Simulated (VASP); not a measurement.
Crystal: PtS2.

```
Pt S
1.0
     3.32620    0.00000    0.00000
    -1.66310    2.88057    0.00000
     0.00000    0.00000    6.82150
Pt S
1 2
Direct
  0.00000 0.00000 0.00000
  0.33333 0.66667 0.18895
  0.66667 0.33333 0.81105
```

* Program: VASP 6.6.1
* Task: relaxation of the atoms
* Functional: PBE
* Potentials or basis: VASP PAW PBE potentials, release 64 (Pt_sv_GW, S)
* Cutoff: 450 eV
* k mesh: 9 × 9 × 4
* Occupations: gaussian, width 0.05 eV
* Spin: no spin polarisation

At the start: pressure 15.6 GPa; volume 21.79 Å³/atom.

Problem. How do energy, volume and symmetry change on relaxing?

Solution. Over 3 steps the energy falls by 38.4 meV/atom at a fixed cell; space group P-3m1 (No. 164, to 0.1 Å) before and after.

Step by step:
| step | energy change (eV) | largest force (eV/Å) | pressure (GPa) |
| --- | --- | --- | --- |
| 1 | 0.0000 | 1.3509 | 15.56 |
| 2 | -0.1078 | 0.3261 | 9.72 |
| 3 | -0.1151 | 0.0009 | 7.84 |

Final structure:
```cif
data_structure
_symmetry_space_group_name_H-M 'P 1'
_symmetry_Int_Tables_number 1
_cell_length_a 3.3262
_cell_length_b 3.3262
_cell_length_c 6.8215
_cell_angle_alpha 90.000
_cell_angle_beta 90.000
_cell_angle_gamma 120.000
_cell_volume 65.36
loop_
_atom_site_label
_atom_site_type_symbol
_atom_site_fract_x
_atom_site_fract_y
_atom_site_fract_z
_atom_site_occupancy
Pt1 Pt 0.00000 0.00000 0.00000 1
S1 S 0.33333 0.66667 0.20185 1
S2 S 0.66667 0.33333 0.79815 1
```

Caveat: this functional lacks dispersion, which binds layers or chains, so the pressure and a relaxed spacing across them are unreliable.
